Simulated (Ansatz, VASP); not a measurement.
## One calculation of NiO, two programs

File INCAR:

```
SYSTEM = NiO
ALGO = Normal
EDIFF = 1E-7
ENCUT = 520
GGA = PE
ISIF = 2
ISMEAR = -1
ISPIN = 2
LASPH = .TRUE.
LCHARG = .FALSE.
LMAXMIX = 4
LORBIT = 11
LREAL = .FALSE.
LWAVE = .FALSE.
MAGMOM = 1 0
NBANDS = 19
NELM = 150
PREC = Accurate
SIGMA = 0.05
```

Contents of KPOINTS:

```
k-points
0
G
  10 10 10
  0 0 0
```

File POSCAR:

```
NiO
1.0
    0.0000000000      2.2406300000      2.2406300000
    2.2406300000      0.0000000000      2.2406300000
    2.2406300000      2.2406300000      0.0000000000
Ni O
1 1
Direct
    0.0053970000      0.0005760000     -0.0034920000
    0.7512850000      0.7300490000      0.7561730000
```

The input input.yaml:

```yaml
crystal:
  lattice:
    - [0.0, 2.24063, 2.24063]
    - [2.24063, 0.0, 2.24063]
    - [2.24063, 2.24063, 0.0]
  atoms:
    - { symbol: Ni, position: [0.005397, 0.000576, -0.003492], spin: 1.0 }
    - { symbol: O, position: [0.751285, 0.730049, 0.756173] }
kpoints:
  mp_grid: { grid: [10, 10, 10] }
scf:
  occupations: { method: fermi_dirac, width: 0.05 }
hamiltonian:
  xc: pbe
  pseudopotentials: { kind: all_electron, lapw: { basis_error: 0.001 } }
magnetization:
  spin_polarized: true
output:
  forces: true
  stress: true
  eigenvalues: true
  populations: true
```

Change from the starting cell: atoms moved at random, drawn with an rms of 0.05 Å.

Alike in both runs: task single point; functional PBE; k mesh 10 × 10 × 10; occupations fermi-dirac, width 0.05 eV; collinear spin.

|  | VASP | Ansatz |
| --- | --- | --- |
| version | VASP 6.6.1 | Ansatz 0.2.0 |
| potentials or method | VASP PAW PBE potentials, release 64 (Ni, O), cutoff 520 eV | all-electron LAPW, scalar-relativistic |

Ansatz gave:

| Property | Result |
| --- | --- |
| gap on the k mesh at the Fermi level (eV) | none |
| pressure (GPa) | 0.5 |
| traceless stress, the component that is largest in VASP (GPa) | -2.92 |
| rms of the force components (eV/Å) | 0.278 |
| net moment per atom (μB) | 0.97 |
| size of the moment on the site where the two differ most (μB) | 1.52 |

**Question.** What did VASP give for the same quantities?

**Answer.** gap on the k mesh at the Fermi level (eV): none; pressure (GPa): 0.5; traceless stress, the component that is largest in VASP (GPa): -2.94; rms of the force components (eV/Å): 0.279; net moment per atom (μB): 0.95; size of the moment on the site where the two differ most (μB): 1.49.

Site moments also hang on the region over which each program counts them. Atom by atom the forces differ by 0.002 eV/Å (rms over components). A gap of «none» marks a metal or a gap that the smearing closes. Ansatz ran all-electron here, and VASP with PAW potentials.
